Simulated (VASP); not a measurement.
# LiH in VASP: further runs, part 2 of 2

VASP 6.6.1.

## 4. Single point, PBE (biaxial xy strain -5.6%)

INCAR reads:

```
  ALGO = Normal
  EDIFF = 1E-7
  ENCUT = 520
  GGA = PE
  ISIF = 2
  ISMEAR = 0
  LASPH = True
  LCHARG = False
  LREAL = False
  LWAVE = False
  NBANDS = 9
  NELM = 60
  PREC = Accurate
  SIGMA = 0.01
```

KPOINTS reads:

```
k-points
0
Gamma
  6 6 6
```

POSCAR reads:

```
LiH
1.0
    0.0000000000      1.8861585274      1.9984726927
    1.8861585274      0.0000000000      1.9984726927
    1.8861585274      1.8861585274      0.0000000000
Li H
1 1
Direct
    0.0000000000      0.0000000000      0.0000000000
    0.5000000000      0.5000000000      0.5000000000
```

Potentials or basis: VASP PAW PBE potentials, release 64 (Li_sv, H).

On the command line:

```sh
cat potpaw_PBE.64/Li_sv/POTCAR potpaw_PBE.64/H/POTCAR > POTCAR
mpirun -np 1 vasp_std > vasp.out
```

OUTCAR:

```text
EDIFF = 1E-7
   ENCUT = 520
   GGA = PE
   ISIF = 2
   ISMEAR = 0
   LASPH = True
   LREAL = False
   NELM = 60
   PREC = Accurate

 ion  position               nearest neighbor table
   1  0.000  0.000  0.000-
   2  0.500  0.500  0.500-

  LATTYP: Found a body centered tetragonal cell.
 ALAT       =     2.6674309702
 C/A-ratio  =     1.4984250502

  Lattice vectors:

 A1 = (  -1.8861585274,   0.0000000000,   1.9984726927)
 A2 = (   1.8861585274,   0.0000000000,   1.9984726927)
 A3 = (   0.0000000000,   1.8861585274,  -1.9984726927)

Analysis of symmetry for initial positions (statically):
=====================================================================
 Subroutine PRICEL returns:
 Original cell was already a primitive cell.

 Routine SETGRP: Setting up the symmetry group for a
 body centered tetragonal supercell.

 Subroutine GETGRP returns: Found 16 space group operations
 (whereof 16 operations were pure point group operations)
 out of a pool of 16 trial point group operations.

The static configuration has the point symmetry D_4h.

Analysis of symmetry for dynamics (positions and initial velocities):
=====================================================================
 Subroutine PRICEL returns:
 Original cell was already a primitive cell.

 Routine SETGRP: Setting up the symmetry group for a
 body centered tetragonal supercell.

 Subroutine GETGRP returns: Found 16 space group operations
 (whereof 16 operations were pure point group operations)
 out of a pool of 16 trial point group operations.

The dynamic configuration has the point symmetry D_4h.

 Subroutine INISYM returns: Found 16 space group operations
 (whereof 16 operations are pure point group operations),
 and found     1 'primitive' translations

----------------------------------------------------------------------------------------

[... 109 lines left out ...]
   IALGO  =     38    algorithm
   IMIX   =      4    mixing-type and parameters
     AMIX     =   0.40;   BMIX     =  1.00
     AMIX_MAG =   1.60;   BMIX_MAG =  1.00
  volume/ion in A,a.u.               =       7.11        47.98
  Fermi-wavevector in a.u.,A,eV,Ry     =   1.072671  2.027055 15.655184  1.150624
  Thomas-Fermi vector in A             =   2.208448
   LORBIT       =      0    0 simple, 1 ext, 2 COOP (PROOUT), +10 PAW based schemes
   GGA     = PE    functional components
   LHFCALC =     F    Hartree Fock is set to
   AEXX    =    0.0000 exact exchange contribution
   IVDW    =     0    specifies the selected vdW correction
   LEPSILON=     F    determine dielectric tensor
   LRPA    =     F    only Hartree local field effects (RPA)
 non-spin polarized calculation
 Gauss-broadening in eV      SIGMA  =   0.01
  energy-cutoff  :      520.00
  volume of cell :       14.22
 maximum number of plane-waves:       400
   NGX = 11   NGY = 11   NGZ =  9

 number of electron       3.9999992 magnetization

 Free energy of the ion-electron system (eV)
  ---------------------------------------------------
  ext. energy  EPLUGINS =         0.00000000
  ---------------------------------------------------
  free energy    TOTEN  =        -6.08586447 eV

  energy without entropy =       -6.08586447  energy(sigma->0) =       -6.08586447

 E-fermi :   1.0235     XC(G=0):  -8.9149

 val. band max:        0.8730660004   @ k =   0.5000   0.0000   0.5000
 cond. band min:       3.0456802101   @ k =   0.5000   0.5000   0.0000
 fundamental gap:      2.1726142097
 Fermi energy:         1.0235470067

 k-point     1 :       0.0000    0.0000    0.0000
  band No.  band energies     occupation
      1     -43.4923      2.00000
      2      -5.1940      2.00000
      3      18.3761      0.00000
      4      19.7774      0.00000
      5      19.7774      0.00000
      6      20.2742      0.00000
      7      24.6833      0.00000
      8      25.0393      0.00000
      9      25.0393      0.00000
[... 265 lines left out ...]
 k-point    24 :       0.5000   -0.0000    0.3333
  band No.  band energies     occupation
      1     -43.3981      2.00000
      2      -0.4495      2.00000
      3       5.8353      0.00000
      4       9.9114      0.00000
      5      12.6506      0.00000
      6      18.3236      0.00000
      7      20.4970      0.00000
      8      31.7560      0.00000
      9      35.1973      0.00000

 [... further k-points ...]
[... 5 lines left out ...]
  --------------------------------------------------------------------------------------
  -------------------------------------------------------------------------------------
  Total        0.6683728      0.6683728      0.1372366      0.0000000      0.0000000      0.0000000
  in kB       75.3086277     75.3086277     15.4630728      0.0000000      0.0000000      0.0000000
  external PRESSURE =      55.3601094 kB  Pullay stress =       0.0000000 kB

 VOLUME and BASIS-vectors are now :
 -----------------------------------------------------------------------------
  energy-cutoff  :      520.00
  volume of cell :       14.22
      direct lattice vectors                 reciprocal lattice vectors
     0.000000000  1.886158527  1.998472693    -0.265089065  0.265089065  0.250191059
     1.886158527  0.000000000  1.998472693     0.265089065 -0.265089065  0.250191059
     1.886158527  1.886158527  0.000000000     0.265089065  0.265089065 -0.250191059

 POSITION                                       TOTAL-FORCE (eV/Angst)
 -----------------------------------------------------------------------------------
      0.00000      0.00000      0.00000        -0.000000     -0.000000      0.000000
      1.88616      1.88616      1.99847         0.000000      0.000000      0.000000
 -----------------------------------------------------------------------------------
    total drift:                                0.000000     -0.000000      0.000000

  FREE ENERGIE OF THE ION-ELECTRON SYSTEM (eV)
  ---------------------------------------------------
  free  energy   TOTEN  =        -6.0858644671 eV

  energy  without entropy=       -6.0858644671  energy(sigma->0) =       -6.08586447
```

It took 4.2 s on 1 thread of Intel Xeon Platinum 8259CL at 2.50GHz (Skylake/Cascade Lake), shared host; peak memory 0.11 GiB.

What came out:

```yaml
Free_energy: -6.0859 eV
Band_gap_on_the_k_mesh: 2.17 eV, indirect (least direct gap 2.65 eV)
```

Caveat: the k points lie up to 0.47 Å⁻¹ apart; the cell differs from its parent crystal (biaxial xy strain -5.6%); the cutoff is under 1.25 times the usual one of these potentials, so pressure, stress and relaxed cells hold a basis-set (Pulay) error. A k mesh can miss the band edges.

## 5. Single point, PBE (uniaxial x strain -0.8%)

INCAR reads:

```
PREC     = Accurate       # precision mode
ENCUT    = 520            # plane-wave cutoff, eV
EDIFF    = 1E-6           # SCF threshold, eV
ISMEAR   = 0              # smearing method
SIGMA    = 0.01           # smearing width, eV
LREAL    = F              # projectors in reciprocal space
LASPH    = T              # aspherical terms in the spheres
NELM     = 60             # most SCF steps
ALGO     = Normal         # electronic algorithm
ISIF     = 2              # what is computed and relaxed
LWAVE    = F              # write WAVECAR
LCHARG   = F              # write CHGCAR
GGA      = PE             # functional
NBANDS   = 9              # bands
```

KPOINTS reads:

```
Automatic mesh
0
Gamma
  6 6 6
```

POSCAR reads:

```
LiH
1.0
    0.0000000000      1.9984726927      1.9984726927
    1.9822850639      0.0000000000      1.9984726927
    1.9822850639      1.9984726927      0.0000000000
Li H
1 1
Direct
    0.0000000000      0.0000000000      0.0000000000
    0.5000000000      0.5000000000      0.5000000000
```

On the command line:

```sh
cat potpaw_PBE.64/Li_sv/POTCAR potpaw_PBE.64/H/POTCAR > POTCAR
mpirun -np 1 vasp_std > vasp.out
```

Run time: 3.8 s. Hardware: 1 thread of Intel Xeon Platinum 8259CL at 2.50GHz (Skylake/Cascade Lake), shared host; peak memory 0.13 GiB.

The run converged. Its results:

```
Free energy            : -6.1254 eV
Band gap on the k mesh : 2.89 eV, indirect (least direct gap 2.95 eV)
```

Levels at points of the mesh, in eV from the valence-band top:
| k point | band 1 | band 2 | band 3 | band 4 | band 5 | band 6 |
| --- | --- | --- | --- | --- | --- | --- |
| (0.00, 0.00, 0.00) | -44.32 | -5.54 | 16.27 | 17.97 | 18.04 | 18.04 |
| (0.50, 0.00, 0.00) | -44.27 | -2.72 | 4.92 | 13.76 | 16.53 | 16.70 |
| (0.50, 0.50, 0.00) | -44.26 | -0.06 | 2.89 | 10.86 | 10.93 | 14.08 |
| (0.00, 0.50, 0.50) | -44.26 | 0.00 | 3.00 | 10.77 | 10.77 | 13.95 |

Caveat: the k points lie up to 0.46 Å⁻¹ apart; the cell differs from its parent crystal (uniaxial x strain -0.8%); the cutoff is under 1.25 times the usual one of these potentials, so pressure, stress and relaxed cells hold a basis-set (Pulay) error. A k mesh can miss the band edges.

## 6. Single point, PBE (uniaxial z strain +3.5%)

INCAR reads:

```
PREC = Accurate
ENCUT = 520
EDIFF = 1E-6
ISMEAR = 0
SIGMA = 0.01
LREAL = False
LASPH = True
NELM = 80
ALGO = Normal
ISIF = 2
LWAVE = False
LCHARG = True
GGA = PE
LELF = True
LVHAR = True
NBANDS = 9
```

KPOINTS is that of step 5.

POSCAR reads:

```
LiH
1.0
    0.0000000000      1.9984726927      2.0692186260
    1.9984726927      0.0000000000      2.0692186260
    1.9984726927      1.9984726927      0.0000000000
Li H
1 1
Direct
    0.0000000000      0.0000000000      0.0000000000
    0.5000000000      0.5000000000      0.5000000000
```

Potentials or basis: VASP PAW PBE potentials, release 64 (Li_sv, H).

On the command line:

```sh
cat potpaw_PBE.64/Li_sv/POTCAR potpaw_PBE.64/H/POTCAR > POTCAR
mpirun -np 1 vasp_std > vasp.out
```

OUTCAR:

```text
PREC = Accurate
   ENCUT = 520
   EDIFF = 1E-6
   ISMEAR = 0
   LREAL = False
   LASPH = True
   NELM = 80
   ISIF = 2
   GGA = PE

 ion  position               nearest neighbor table
   1  0.000  0.000  0.000-
   2  0.500  0.500  0.500-

  LATTYP: Found a body centered tetragonal cell.
 ALAT       =     2.8262671860
 C/A-ratio  =     1.4642767225

  Lattice vectors:

 A1 = (  -1.9984726927,   0.0000000000,   2.0692186260)
 A2 = (   1.9984726927,   0.0000000000,   2.0692186260)
 A3 = (   0.0000000000,   1.9984726927,  -2.0692186260)

Analysis of symmetry for initial positions (statically):
=====================================================================
 Subroutine PRICEL returns:
 Original cell was already a primitive cell.

 Routine SETGRP: Setting up the symmetry group for a
 body centered tetragonal supercell.

 Subroutine GETGRP returns: Found 16 space group operations
 (whereof 16 operations were pure point group operations)
 out of a pool of 16 trial point group operations.

The static configuration has the point symmetry D_4h.

Analysis of symmetry for dynamics (positions and initial velocities):
=====================================================================
 Subroutine PRICEL returns:
[... 162 lines left out ...]
 fundamental gap:      2.6120462691
 Fermi energy:         0.1439420503

 k-point     1 :       0.0000    0.0000    0.0000
  band No.  band energies     occupation
      1     -44.3456      2.00000
      2      -5.3602      2.00000
      3      15.6994      0.00000
      4      17.5117      0.00000
      5      17.5117      0.00000
      6      17.7947      0.00000
      7      22.1493      0.00000
      8      22.3482      0.00000
      9      22.3482      0.00000
[... 265 lines left out ...]
 k-point    24 :       0.5000    0.0000    0.3333
  band No.  band energies     occupation
      1     -44.2926      2.00000
      2      -1.0217      2.00000
      3       4.8122      0.00000
      4       8.6368      0.00000
      5      11.2213      0.00000
      6      15.9593      0.00000
      7      18.1727      0.00000
      8      28.7565      0.00000
      9      30.9410      0.00000

 [... further k-points ...]
[... 5 lines left out ...]
  --------------------------------------------------------------------------------------
  -------------------------------------------------------------------------------------
  Total       -0.0374694     -0.0374694     -0.2577837      0.0000000     -0.0000000      0.0000000
  in kB       -3.6320738     -3.6320738    -24.9880993      0.0000000     -0.0000000      0.0000000
  external PRESSURE =     -10.7507490 kB  Pullay stress =       0.0000000 kB

 VOLUME and BASIS-vectors are now :
 -----------------------------------------------------------------------------
  energy-cutoff  :      520.00
  volume of cell :       16.53
      direct lattice vectors                 reciprocal lattice vectors
     0.000000000  1.998472693  2.069218626    -0.250191059  0.250191059  0.241637106
     1.998472693  0.000000000  2.069218626     0.250191059 -0.250191059  0.241637106
     1.998472693  1.998472693  0.000000000     0.250191059  0.250191059 -0.241637106

 POSITION                                       TOTAL-FORCE (eV/Angst)
 -----------------------------------------------------------------------------------
      0.00000      0.00000      0.00000        -0.000000      0.000000      0.000000
      1.99847      1.99847      2.06922         0.000000     -0.000000     -0.000000
 -----------------------------------------------------------------------------------
    total drift:                                0.000000     -0.000000     -0.000000

  FREE ENERGIE OF THE ION-ELECTRON SYSTEM (eV)
  ---------------------------------------------------
  free  energy   TOTEN  =        -6.1222166921 eV

  energy  without entropy=       -6.1222166921  energy(sigma->0) =       -6.12221669
```

OSZICAR:

```text
N       E                     dE             d eps       ncg     rms          rms(c)
DAV:   1    -0.250612976062E+01   -0.25061E+01   -0.12706E+03   548   0.415E+02
DAV:   2    -0.630494205948E+01   -0.37988E+01   -0.37739E+01   726   0.491E+01
DAV:   3    -0.636460286250E+01   -0.59661E-01   -0.59642E-01   659   0.492E+00
DAV:   4    -0.636490573547E+01   -0.30287E-03   -0.30286E-03   718   0.317E-01
DAV:   5    -0.636490787065E+01   -0.21352E-05   -0.21352E-05   707   0.178E-02    0.287E+00
DAV:   6    -0.618140513316E+01    0.18350E+00   -0.15323E-01   607   0.120E+00    0.143E+00
DAV:   7    -0.612043334233E+01    0.60972E-01   -0.19448E-01   617   0.153E+00    0.219E-01
DAV:   8    -0.612228453302E+01   -0.18512E-02   -0.44421E-03   667   0.437E-01    0.392E-02
DAV:   9    -0.612222278050E+01    0.61753E-04   -0.13783E-04   708   0.451E-02    0.690E-03
DAV:  10    -0.612221763696E+01    0.51435E-05   -0.51051E-06   656   0.159E-02    0.204E-03
DAV:  11    -0.612221669214E+01    0.94482E-06   -0.14326E-07   361   0.194E-03
   1 F= -.61222167E+01 E0= -.61222167E+01  d E =-.112048E-33
```

stdout:

```text
POSCAR found type information on POSCAR LiH
 POSCAR found :  2 types and       2 ions
 scaLAPACK will be used
 LDA part: xc-table for (Slater+PW92), standard interpolation
 POSCAR, INCAR and KPOINTS ok, starting setup
 FFT: planning ... GRIDC
 FFT: planning ... GRID_SOFT
 FFT: planning ... GRID
 WAVECAR not read
 entering main loop
```

It took 4.3 s on 1 thread of Intel Xeon Platinum 8259CL at 2.50GHz (Skylake/Cascade Lake), shared host; peak memory 0.13 GiB.

What came out:

- Free energy: -6.1222 eV
- Band gap on the k mesh: 2.61 eV, indirect (least direct gap 2.88 eV)

Caveat: the k points lie up to 0.45 Å⁻¹ apart; the cell differs from its parent crystal (uniaxial z strain +3.5%); the cutoff is under 1.25 times the usual one of these potentials, so pressure, stress and relaxed cells hold a basis-set (Pulay) error.

## 7. Summary

```tsv
cell	gap on the mesh (eV)
a = 2.826 Å, angles 60.0°, 2 atoms	2.97
a = 2.835 Å, angles 60.0°, 2 atoms	2.98
a = 2.748, b = 2.748, c = 2.667 Å, angles 61.0, 61.0, 58.1°, 2 atoms	2.17
a = 2.826, b = 2.815, c = 2.815 Å, angles 60.3, 59.9, 59.9°, 2 atoms	2.89
a = 2.877, b = 2.877, c = 2.826 Å, angles 60.6, 60.6, 58.8°, 2 atoms	2.61
```

Alike in all rows: task single point; level PBE; potentials or basis VASP PAW PBE potentials, release 64 (Li_sv, H); no spin polarisation; k mesh 6 × 6 × 6; cutoff (eV) 520; smearing gaussian 0.01 eV.

Caveats: all runs use coarse meshes; the cutoff is under 1.25 times the usual one of these potentials, so pressure, stress and relaxed cells hold a basis-set (Pulay) error.

Total energies depend on the potentials used, so only differences within one code and one set of settings carry meaning.
